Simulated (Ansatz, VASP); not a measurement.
# Two plane-wave programs on NaCl

The input POSCAR:

```
NaCl
1.0
    0.0000000000      2.8027320724      2.8027320724
    2.8027320724      0.0000000000      2.8027320724
    2.8027320724      2.8027320724      0.0000000000
Na Cl
1 1
Direct
    0.0000000000      0.0000000000      0.0000000000
    0.5000000000      0.5000000000      0.5000000000
```

Contents of INCAR.step1:

```
ALGO = Normal ; EDIFF = 1E-5
ENCUT = 520 ; GGA = PE
ISIF = 2 ; ISMEAR = 0
LASPH = T ; LCHARG = F
LREAL = F ; LWAVE = T
NBANDS = 14 ; NELM = 100
PREC = Accurate ; SIGMA = 0.01
```

Contents of INCAR.step2:

```
AEXX = 0.25 ; ALGO = Normal
EDIFF = 1E-6 ; ENCUT = 520
ISIF = 2 ; ISMEAR = 0
ISTART = 1 ; LASPH = T
LCHARG = F ; LHFCALC = T
LMIXTAU = T ; LREAL = F
LWAVE = F ; METAGGA = R2SCAN
NBANDS = 14 ; NELM = 100
PREC = Accurate ; PRECFOCK = Normal
SIGMA = 0.01
```

KPOINTS

```
k-points
0
Gamma
  6 6 6
```

Input for Ansatz:

```yaml
crystal:
  lattice:
    - [0.0, 2.8027320724, 2.8027320724]
    - [2.8027320724, 0.0, 2.8027320724]
    - [2.8027320724, 2.8027320724, 0.0]
  atoms:
    - { symbol: Na, position: [0.0, 0.0, 0.0] }
    - { symbol: Cl, position: [0.5, 0.5, 0.5] }
kpoints:
  mp_grid: { grid: [6, 6, 6] }
  band_path:
    path:
      - [0.0, 0.0, 0.0]
      - [0.5, 0.0, 0.5]
      - [0.625, 0.25, 0.625]
      - [0.375, 0.375, 0.75]
      - [0.5, 0.5, 0.5]
      - [0.5, 0.25, 0.75]
    npoints: 1
hamiltonian:
  xc: r2scan0
scf:
  occupations: { method: fixed }
  n_extra_bands: 4
output:
  forces: true
  stress: true
  eigenvalues: true
```

Alike in both runs: task single point; functional r2SCAN0; k mesh 6 × 6 × 6; no spin polarisation.

|  | VASP | Ansatz |
| --- | --- | --- |
| version | VASP 6.6.1 | Ansatz 0.2.0 |
| potentials or method | VASP PAW PBE potentials, release 64 (Na_pv, Cl) | plane waves, PAW |
| plane-wave cutoff (eV) | 520 | 500 |
| occupations | gaussian, width 0.01 eV | fixed |
| valence electrons in the cell | 14 | 16 |

|  | VASP | Ansatz | Ansatz less VASP |
| --- | --- | --- | --- |
| gap on the k mesh at the Fermi level (eV) | 7.75 | 7.74 | -0.017 |
| pressure (GPa) | -0.3 | -0.2 | +0.10 |

VASP's potentials were made for PBE, not for r2SCAN0. VASP's potentials hold 14 valence electrons a cell and Ansatz's 16, so a difference there can come from the potentials and not from the codes. Ansatz's warnings: stress exchange threshold loose, stress scf threshold loose.
